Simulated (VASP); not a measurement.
# Sr3Al2O (R-3m) in VASP: further runs

The runs below take Sr3Al2O through single point, relaxation of cell and atoms, with PBE.

Program: VASP 6.6.1. These are calculated values, not measurements. Logs are shortened: lines on timing, memory, paths and dates and some standing lists are left out, and cuts for length are marked.

**1. The cell of the first run**

The structure is trigonal, space group R-3m (No. 166). Conventional cell: a = 7.225 Å, b = 7.225 Å, c = 10.894 Å, α = 90.00°, β = 90.00°, γ = 120.00°. Sr (site symmetry 2/m) has 2 O at 2.77 Å and 6 Al at 3.21 to 3.81 Å and 4 Sr at 3.61 Å within 3.9 Å. Within 3.3 Å of Al (site symmetry 3m) lie 1 Al at 2.39 Å and 3 Sr at 3.21 Å. Within 3.6 Å of O (site symmetry -3m) lie 6 Sr at 2.77 Å.

The cell was built from a structure type or drawn by symmetry, and may not be a known phase.

**2. Single point, PBE**

Contents of INCAR:

```
SYSTEM = Sr3Al2O
ALGO     = Normal         ! electronic algorithm
EDIFF    = 1E-6           ! SCF threshold, eV
ENCUT    = 520            ! plane-wave cutoff, eV
GGA      = PE             ! functional
ISIF     = 2              ! what is computed and relaxed
ISMEAR   = 0              ! smearing method
LASPH    = .TRUE.         ! aspherical terms in the spheres
LCHARG   = .FALSE.        ! write CHGCAR
LREAL    = .FALSE.        ! projectors in reciprocal space
LWAVE    = .FALSE.        ! write WAVECAR
NBANDS   = 30             ! bands
NELM     = 80             ! most SCF steps
PREC     = Accurate       ! precision mode
SIGMA    = 0.1            ! smearing width, eV
```

Contents of KPOINTS:

```
k-points
0
G
  6 6 6
  0 0 0
```

Contents of POSCAR:

```
Sr3Al2O
1.0
    3.6124867962      2.0856702256      3.6313839977
   -3.6124867962      2.0856702256      3.6313839977
    0.0000000000     -4.1713404472      3.6313839999
Sr Al O
3 2 1
Direct
    0.0000000000      0.5000000000      0.5000000000
    0.5000000000      0.5000000000      0.0000000000
    0.5000000000      0.0000000000      0.5000000000
    0.1098648250      0.1098648250      0.1098648250
    0.8901351750      0.8901351750      0.8901351750
    0.5000000000      0.5000000000      0.5000000000
```

Potentials or basis: VASP PAW PBE potentials, release 64 (Sr_sv, Al, O).

The run is started by

```
> cat potpaw_PBE.64/Sr_sv/POTCAR potpaw_PBE.64/Al/POTCAR potpaw_PBE.64/O/POTCAR > POTCAR
> mpirun -np 1 vasp_std > vasp.out
```

OUTCAR:

```text
SYSTEM = Sr3Al2O
   EDIFF = 1E-6
   ENCUT = 520
   GGA = PE
   ISIF = 2
   ISMEAR = 0
   LASPH = .TRUE.
   LREAL = .FALSE.
   NELM = 80
   PREC = Accurate

 ion  position               nearest neighbor table
   1  0.000  0.500  0.500-   6 2.77   6 2.77   4 3.21   5 3.21   3 3.61   3 3.61   2 3.61   2 3.61
                             4 3.81   5 3.81   5 3.81   4 3.81   2 4.19   2 4.19   3 4.19   3 4.19
   2  0.500  0.500  0.000-   6 2.77   6 2.77   4 3.21   5 3.21   3 3.61   1 3.61   3 3.61   1 3.61
                             4 3.81   5 3.81   4 3.81   5 3.81   3 4.19   1 4.19   3 4.19   1 4.19
   3  0.500  0.000  0.500-   6 2.77   6 2.77   4 3.21   5 3.21   1 3.61   1 3.61   2 3.61   2 3.61
                             4 3.81   5 3.81   4 3.81   5 3.81   2 4.19   2 4.19   1 4.19   1 4.19
   4  0.110  0.110  0.110-   5 2.39   3 3.21   1 3.21   2 3.21   2 3.81   2 3.81   1 3.81   3 3.81
                             1 3.81   3 3.81
   5  0.890  0.890  0.890-   4 2.39   3 3.21   1 3.21   2 3.21   2 3.81   2 3.81   1 3.81   3 3.81
                             1 3.81   3 3.81
   6  0.500  0.500  0.500-   2 2.77   2 2.77   3 2.77   1 2.77   3 2.77   1 2.77

  LATTYP: Found a trigonal (rhomboedric) cell.
 ALAT       =     5.5305543015
 COS(alpha) =     0.1466931914

  Lattice vectors:

 A1 = (   3.6124867962,   2.0856702256,   3.6313839977)
 A2 = (  -3.6124867962,   2.0856702256,   3.6313839977)
 A3 = (   0.0000000000,  -4.1713404472,   3.6313839999)

Analysis of symmetry for initial positions (statically):
=====================================================================
 Subroutine PRICEL returns:
 Original cell was already a primitive cell.

 Routine SETGRP: Setting up the symmetry group for a
 trigonal (rhombohedral) supercell.

 Subroutine GETGRP returns: Found 12 space group operations
 (whereof 12 operations were pure point group operations)
 out of a pool of 12 trial point group operations.

The static configuration has the point symmetry D_3d.

Analysis of symmetry for dynamics (positions and initial velocities):
=====================================================================
 Subroutine PRICEL returns:
 Original cell was already a primitive cell.

 Routine SETGRP: Setting up the symmetry group for a
 trigonal (rhombohedral) supercell.

 Subroutine GETGRP returns: Found 12 space group operations
 (whereof 12 operations were pure point group operations)
 out of a pool of 12 trial point group operations.

The dynamic configuration has the point symmetry D_3d.

 Subroutine INISYM returns: Found 12 space group operations
 (whereof 12 operations are pure point group operations),
 and found     1 'primitive' translations

----------------------------------------------------------------------------------------

                                     Primitive cell

  volume of cell :     164.1630

  direct lattice vectors                    reciprocal lattice vectors
     3.612486796  2.085670226  3.631383998     0.138408810  0.079910364  0.091792367
    -3.612486796  2.085670226  3.631383998    -0.138408810  0.079910364  0.091792367
     0.000000000 -4.171340447  3.631384000     0.000000000 -0.159820728  0.091792367

  length of vectors
     5.530554301  5.530554301  5.530554301     0.184305463  0.184305463  0.184305463

  position of ions in fractional coordinates (direct lattice)
     0.000000000  0.500000000  0.500000000
     0.500000000  0.500000000  0.000000000
     0.500000000  0.000000000  0.500000000
     0.109864825  0.109864825  0.109864825
     0.890135175  0.890135175  0.890135175
     0.500000000  0.500000000  0.500000000

  ion indices of the primitive-cell ions
   primitive index   ion index
                 1           1
                 2           2
                 3           3
                 4           4
                 5           5
                 6           6

----------------------------------------------------------------------------------------

 KPOINTS: k-points

Automatic generation of k-mesh.
 Grid dimensions read from file:
 generate k-points for:    6    6    6

 Generating k-lattice:

  Cartesian coordinates                     Fractional coordinates (reciprocal lattice)
     0.023068135  0.013318394  0.015298728     0.166666667  0.000000000  0.000000000
    -0.023068135  0.013318394  0.015298728     0.000000000  0.166666667  0.000000000
     0.000000000 -0.026636788  0.015298728     0.000000000  0.000000000  0.166666667

  Length of vectors
     0.030717577  0.030717577  0.030717577

  Shift w.r.t. Gamma in fractional coordinates (k-lattice)
     0.000000000  0.000000000  0.000000000

 Subroutine IBZKPT returns following result:
 ===========================================

 Found     32 irreducible k-points:

 Following reciprocal coordinates:
            Coordinates               Weight
  0.000000  0.000000  0.000000      1.000000
  0.166667  0.000000 -0.000000      6.000000
  0.333333  0.000000 -0.000000      6.000000
  0.500000  0.000000  0.000000      3.000000
  0.166667  0.166667 -0.000000      6.000000
  0.333333  0.166667  0.000000     12.000000
[... 16 lines left out ...]
  0.500000  0.500000  0.166667      6.000000
 -0.333333  0.500000  0.166667     12.000000
 [... further k-points ...]
   k-points           NKPTS =     32   k-points in BZ     NKDIM =     32   number of bands    NBANDS=     30
   number of dos      NEDOS =    301   number of ions     NIONS =      6
   total plane-waves  NPLWV =  74088
   dimension x,y,z NGX =    42 NGY =   42 NGZ =   42
   dimension x,y,z NGXF=    84 NGYF=   84 NGZF=   84
   ions per type =               3   2   1
   NGX,Y,Z   is equivalent  to a cutoff of  12.63, 12.63, 12.63 a.u.
   NGXF,Y,Z  is equivalent  to a cutoff of  25.25, 25.25, 25.25 a.u.
 SYSTEM =  Sr3Al2O
   PREC   = accura    normal or accurate (medium, high low for compatibility)
   ISTART =      0    job   : 0-new  1-cont  2-samecut
   ICHARG =      2    charge: 1-file 2-atom 10-const
   ISPIN  =      1    spin polarized calculation?
   LNONCOLLINEAR =      F non collinear calculations
   LSORBIT =      F    spin-orbit coupling
   LASPH  =      T    aspherical Exc in radial PAW
   ENCUT  =  520.0 eV  38.22 Ry    6.18 a.u.  10.28 10.28 10.28*2*pi/ulx,y,z
   NELM   =     80;   NELMIN=  2; NELMDL= -5     # of ELM steps
   EDIFF  = 0.1E-05   stopping-criterion for ELM
   LREAL  =      F    real-space projection
   EDIFFG = 0.1E-04   stopping-criterion for IOM
   NSW    =      0    number of steps for IOM
   IBRION =     -1    ionic relax: 0-MD 1-quasi-New 2-CG
   NFREE  =      0    steps in history (QN), initial steepest desc. (CG)
   ISIF   =      2    stress and relaxation
   ISYM   =      2    0-nonsym 1-usesym 2-fastsym
   POTIM  = 0.5000    time-step for ionic-motion
   TEBEG  =    0.0;   TEEND  =   0.0 temperature during run
   PSTRESS=    0.0 pullay stress
   NELECT =      42.0000    total number of electrons
   NUPDOWN=      -1.0000    fix difference up-down
   EMIN   =  10.00;   EMAX   =-10.00  energy-range for DOS
   EFERMI =   0.00;   METHOD = LEGACY
   ISMEAR =     0;   SIGMA  =   0.10  broadening in eV -4-tet -1-fermi 0-gaus
   EFERMI_NEDOS =   21; number of points for ismear=-14 and -15
   IALGO  =     38    algorithm
   IMIX   =      4    mixing-type and parameters
     AMIX     =   0.40;   BMIX     =  1.00
     AMIX_MAG =   1.60;   BMIX_MAG =  1.00
  volume/ion in A,a.u.               =      27.36       184.64
  Fermi-wavevector in a.u.,A,eV,Ry     =   1.039281  1.963956 14.695709  1.080104
  Thomas-Fermi vector in A             =   2.173804
   LORBIT       =      0    0 simple, 1 ext, 2 COOP (PROOUT), +10 PAW based schemes
   GGA     = PE    functional components
   LHFCALC =     F    Hartree Fock is set to
   AEXX    =    0.0000 exact exchange contribution
   IVDW    =     0    specifies the selected vdW correction
   LEPSILON=     F    determine dielectric tensor
   LRPA    =     F    only Hartree local field effects (RPA)
 non-spin polarized calculation
 Gauss-broadening in eV      SIGMA  =   0.10
  energy-cutoff  :      520.00
  volume of cell :      164.16
 maximum number of plane-waves:      4459
 NGX is ok and might be reduce to    42
   NGX = 21   NGY = 21   NGZ = 21

 number of electron      42.0000005 magnetization

 Free energy of the ion-electron system (eV)
  ---------------------------------------------------
  ext. energy  EPLUGINS =         0.00000000
  ---------------------------------------------------
  free energy    TOTEN  =       -22.28407203 eV

  energy without entropy =      -22.27915086  energy(sigma->0) =      -22.28161144

 E-fermi :   3.0750     XC(G=0):  -8.7739

 val. band max:        3.0501858800   @ k =   0.3333   0.3333   0.1667
 cond. band min:       3.1846115508   @ k =   0.5000   0.0000   0.0000
 fundamental gap:      0.1344256708
 Fermi energy:         3.0749921942

 k-point     1 :       0.0000    0.0000    0.0000
  band No.  band energies     occupation
      1     -32.3761      2.00000
      2     -32.3044      2.00000
      3     -32.3044      2.00000
      4     -14.8151      2.00000
      5     -14.5690      2.00000
      6     -14.5690      2.00000
[... 22 lines left out ...]
     29       7.4717      0.00000
     30       7.4717      0.00000

 k-point     2 :       0.1667    0.0000   -0.0000
  band No.  band energies     occupation
      1     -32.3718      2.00000
      2     -32.3086      2.00000
      3     -32.3044      2.00000
      4     -14.7965      2.00000
      5     -14.5806      2.00000
      6     -14.5470      2.00000
[... 22 lines left out ...]
     29       7.1788      0.00000
     30       7.5404      0.00000

 k-point     3 :       0.3333    0.0000   -0.0000
  band No.  band energies     occupation
      1     -32.3609      2.00000
      2     -32.3195      2.00000
      3     -32.3044      2.00000
      4     -14.7567      2.00000
      5     -14.6342      2.00000
      6     -14.4870      2.00000
[... 682 lines left out ...]
     29       6.6303      0.00000
     30       7.1483      0.00000

 k-point    24 :      -0.3333    0.5000    0.1667
  band No.  band energies     occupation
      1     -32.3439      2.00000
      2     -32.3307      2.00000
      3     -32.3096      2.00000
      4     -15.0887      2.00000
      5     -14.5874      2.00000
      6     -14.5286      2.00000
[... 22 lines left out ...]
     29       6.7226      0.00000
     30       7.3033      0.00000

 [... further k-points ...]

------------------------ aborting loop because EDIFF is reached ----------------------------------------

  FORCE on cell =-STRESS in cart. coord.  units (eV):
  Direction    XX          YY          ZZ          XY          YZ          ZX
  --------------------------------------------------------------------------------------
  -------------------------------------------------------------------------------------
  Total        0.0232045      0.0232045     -0.0765979     -0.0000000     -0.0000000      0.0000000
  in kB        0.2264685      0.2264685     -0.7475706     -0.0000000     -0.0000000      0.0000000
  external PRESSURE =      -0.0982112 kB  Pullay stress =       0.0000000 kB

 VOLUME and BASIS-vectors are now :
 -----------------------------------------------------------------------------
  energy-cutoff  :      520.00
  volume of cell :      164.16
      direct lattice vectors                 reciprocal lattice vectors
     3.612486796  2.085670226  3.631383998     0.138408810  0.079910364  0.091792367
    -3.612486796  2.085670226  3.631383998    -0.138408810  0.079910364  0.091792367
     0.000000000 -4.171340447  3.631384000     0.000000000 -0.159820728  0.091792367

 POSITION                                       TOTAL-FORCE (eV/Angst)
 -----------------------------------------------------------------------------------
     -1.80624     -1.04284      3.63138        -0.000000      0.000000      0.000000
      0.00000      2.08567      3.63138         0.000000     -0.000000      0.000000
      1.80624     -1.04284      3.63138        -0.000000      0.000000      0.000000
      0.00000      0.00000      1.19688         0.000000     -0.000000     -0.035435
      0.00000      0.00000      9.69727         0.000000      0.000000      0.035435
      0.00000      0.00000      5.44708        -0.000000     -0.000000      0.000000
 -----------------------------------------------------------------------------------
    total drift:                                0.000000     -0.000000     -0.000000

  FREE ENERGIE OF THE ION-ELECTRON SYSTEM (eV)
  ---------------------------------------------------
  free  energy   TOTEN  =       -22.2840720263 eV

  energy  without entropy=      -22.2791508634  energy(sigma->0) =      -22.28161144
```

It took 4.4 min on 1 thread of Intel Xeon 8259CL, shared host; peak memory 0.34 GiB.

Results:

- Free energy: -22.2841 eV
- Pressure: 0.0 GPa
- Largest force: 0.035 eV/Å
- Band gap on the k mesh: zero (bands 21 and 22 overlap by 0.37 eV)

Forces on the atoms (eV/Å):
```
Sr   0.000  0.000  0.000
Sr   0.000  0.000  0.000
Sr   0.000  0.000  0.000
Al   0.000  0.000 -0.035
Al   0.000  0.000  0.035
O    0.000  0.000  0.000
```

**3. Relaxation of cell and atoms, PBE**

This run uses another cell than the first one, of 22.45 Å³/atom.

Contents of INCAR:

```
PREC = Accurate
ENCUT = 600
EDIFF = 1E-7
ISMEAR = 0
SIGMA = 0.1
LREAL = False
LASPH = True
NELM = 60
ALGO = Normal
ISIF = 3
LWAVE = False
LCHARG = False
GGA = PE
IBRION = 2
NSW = 90
EDIFFG = -0.04
```

Contents of KPOINTS:

```
Automatic mesh
0
Gamma
  6 6 6
```

Contents of POSCAR:

```
Sr3Al2O
1.0
    2.8907038800      1.6689486700      4.6527663000
   -2.8907038800      1.6689486700      4.6527663000
    0.0000000000     -3.3378973300      4.6527663000
Sr Al O
3 2 1
Direct
    0.0000000000      0.5000000000      0.5000000000
    0.5000000000      0.5000000000      0.0000000000
    0.5000000000      0.0000000000      0.5000000000
    0.1235570000      0.1235570000      0.1235570000
    0.8764430000      0.8764430000      0.8764430000
    0.5000000000      0.5000000000      0.5000000000
```

Potentials or basis: VASP PAW PBE potentials, release 64 (Sr_sv, Al, O).

The run is started by

```
> cat potpaw_PBE.64/Sr_sv/POTCAR potpaw_PBE.64/Al/POTCAR potpaw_PBE.64/O/POTCAR > POTCAR
> mpirun -np 1 vasp_std > vasp.out
```

Run time: 32 min. Hardware: 1 thread of Intel Xeon 8259CL, shared host; peak memory 0.44 GiB.

The run converged. Its results:

```
Free energy                           : -22.2410 eV
Relaxed volume                        : 27.08 Å³/atom
Relaxed cell                          : a = 5.515 Å, b = 5.515 Å, c = 5.515 Å, α = 81.28°, β = 81.28°, γ = 81.28°
Space group after relaxing (to 0.1 Å) : R-3m (No. 166)
Energy gained by relaxing             : 1077.3 meV/atom
Ionic steps                           : 10
Pressure after relaxing               : 0.0 GPa
Largest force after relaxing          : 0.013 eV/Å
Band gap on the k mesh                : zero (bands 21 and 22 overlap by 0.38 eV)
```

Forces in eV/Å, atoms in the order of the input:
```
Sr   0.000  0.000  0.000
Sr   0.000  0.000  0.000
Sr   0.000  0.000  0.000
Al   0.000  0.000 -0.013
Al   0.000  0.000  0.013
O    0.000  0.000  0.000
```

The path:
```csv
step,energy change (eV),largest force (eV/Å),pressure (GPa),volume (Å³)
1,0.0000,0.4405,6.46,134.68
2,-4.5513,1.6092,1.31,149.98
3,-5.9099,2.3241,1.42,160.10
4,-5.9711,2.3731,1.27,159.22
5,-6.3494,0.4489,-0.67,167.69
6,-6.3496,0.3994,-0.69,167.86
7,-6.4479,0.1101,-0.34,164.85
8,-6.4631,0.0555,-0.13,163.18
9,-6.4631,0.0651,-0.11,163.08
10,-6.4635,0.0128,0.01,162.47
```

Final structure:
```xyz
6
Lattice="3.5920 2.0738 3.6351 -3.5920 2.0738 3.6351 0.0000 -4.1476 3.6351" Properties=species:S:1:pos:R:3 pbc="T T T"
Sr   -1.7960   -1.0369    3.6351
Sr    0.0000    2.0738    3.6351
Sr    1.7960   -1.0369    3.6351
Al    0.0000    0.0000    1.1951
Al    0.0000    0.0000    9.7103
O     0.0000    0.0000    5.4527
```

Levels at points of the mesh, in eV from the Fermi level:
| k point | band 18 | band 19 | band 20 | band 21 | band 22 | band 23 | band 24 | band 25 |
| --- | --- | --- | --- | --- | --- | --- | --- | --- |
| (0.00, 0.00, 0.00) | -1.78 | -1.33 | -0.83 | -0.83 | 0.43 | 0.43 | 1.37 | 1.37 |
| (0.50, 0.00, 0.00) | -2.44 | -1.23 | -0.50 | -0.22 | 0.11 | 1.27 | 2.20 | 2.40 |
| (0.50, 0.50, 0.00) | -2.45 | -1.48 | -0.72 | -0.48 | 0.63 | 1.41 | 2.15 | 2.94 |
| (0.50, 0.50, 0.50) | -3.15 | -1.45 | -0.93 | -0.93 | 0.88 | 0.88 | 2.54 | 2.54 |

Caveat: the volume moved by over 15 % at a fixed basis, so the end points are rough.

[end of part 1 of 2]
